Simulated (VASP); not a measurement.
A run of VASP 6.6.1 is set up as follows.

Contents of INCAR:

```
SYSTEM = Be7B
PREC = Accurate
ENCUT = 600
EDIFF = 1E-6
ISMEAR = 0
SIGMA = 0.1
LREAL = .False.
LASPH = .True.
NELM = 100
ALGO = Fast
ISIF = 3
LWAVE = .False.
LCHARG = .False.
GGA = PE
IBRION = 2
NSW = 100
EDIFFG = -0.01
```

File KPOINTS:

```
regular mesh
0
Gamma
  8 8 8
  0 0 0
```

The input POSCAR:

```
Be7B
1.0
    4.8161354835      0.0000000000      0.0000000000
    0.0000000000      4.8161354835      0.0000000000
    0.0000000000      0.0000000000      4.8161354835
Be B
7 1
Direct
    0.2074953987      0.2074953987      0.2074953987
    0.0000000000      0.5000000000      0.5000000000
    0.5000000000      0.5000000000      0.0000000000
    0.5000000000      0.0000000000      0.5000000000
    0.7925046013      0.2074953987      0.7925046013
    0.7925046013      0.7925046013      0.2074953987
    0.2074953987      0.7925046013      0.7925046013
    0.0000000000      0.0000000000      0.0000000000
```

Potentials or basis: VASP PAW PBE potentials, release 64 (Be, B).

Command:

```console
$ cat potpaw_PBE.64/Be/POTCAR potpaw_PBE.64/B/POTCAR > POTCAR
$ mpirun -np 1 vasp_std > vasp.out
```

What does it give for the space group after relaxing (to 0.1 Å)?

P-43m (No. 215).

Predict the band gap on the k mesh.

zero (an odd number of electrons rules out a gap without spin polarisation).

Estimate the relaxed cell.

a = 4.807 Å, b = 4.807 Å, c = 4.807 Å, α = 90.00°, β = 90.00°, γ = 90.00°.

Step by step:
```csv
step,energy change (eV),largest force (eV/Å),pressure (GPa),volume (Å³)
1,0.0000,0.0167,-0.24,111.71
2,-0.0004,0.0159,-0.09,111.37
3,-0.0005,0.0165,0.00,111.15
4,-0.0005,0.0159,0.03,111.09
5,-0.0006,0.0033,0.01,111.09
```
